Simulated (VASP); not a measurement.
Ca3Zr3N2, 8 atoms in the cell. The structure is tetragonal, space group P4/mmm (No. 123). The conventional cell has a = 3.300 Å, b = 3.300 Å, c = 14.200 Å, α = 90.00°, β = 90.00°, γ = 90.00°. Ca (site symmetry 4mm) has 1 N at 2.50 Å and 8 Ca at 3.30 to 3.35 Å and 4 Zr at 3.42 Å within 3.5 Å. Within 4.3 Å of Ca (site symmetry 4/mmm) lie 12 Ca at 3.30 to 3.35 Å. Within 2.9 Å of Zr (site symmetry 4/mmm) lie 2 N at 2.20 Å. Within 3.5 Å of Zr (site symmetry 4mm) lie 4 N at 2.33 Å and 8 Zr at 3.21 to 3.30 Å and 4 Ca at 3.42 Å. Within 2.9 Å of N (site symmetry 4mm) lie 5 Zr at 2.20 to 2.33 Å and 1 Ca at 2.50 Å. 

- Program: VASP 6.6.1
- Task: relaxation of cell and atoms
- Functional: PBE
- Potentials or basis: VASP PAW PBE potentials, release 64 (Ca_sv, Zr_sv, N)
- Cutoff: 600 eV
- k mesh: 5 × 5 × 2
- Occupations: gaussian, width 0.2 eV
- Spin: no spin polarisation
- Dipole correction: no
- Further INCAR settings: ALGO = Normal; EDIFF = 1e-07; IBRION = 2; EDIFFG = -0.08; NSW = 36; ISIF = 3

Potentials or basis: VASP PAW PBE potentials, release 64 (Ca_sv, Zr_sv, N).

Launch:

```console
$ cat potpaw_PBE.64/Ca_sv/POTCAR potpaw_PBE.64/Zr_sv/POTCAR potpaw_PBE.64/N/POTCAR > POTCAR
$ mpirun -np 1 vasp_std > vasp.out
```

Hardware: 1 thread of Oxide Virtual Turin-like Processor, on a shared host.

Estimate the wall time of this run.

Wall time 35 min on 1 thread of Oxide Virtual Turin-like Processor, with other jobs on the host, peak memory 0.33 GiB. Counts: scf iterations 178, k points 12, ion steps 14.
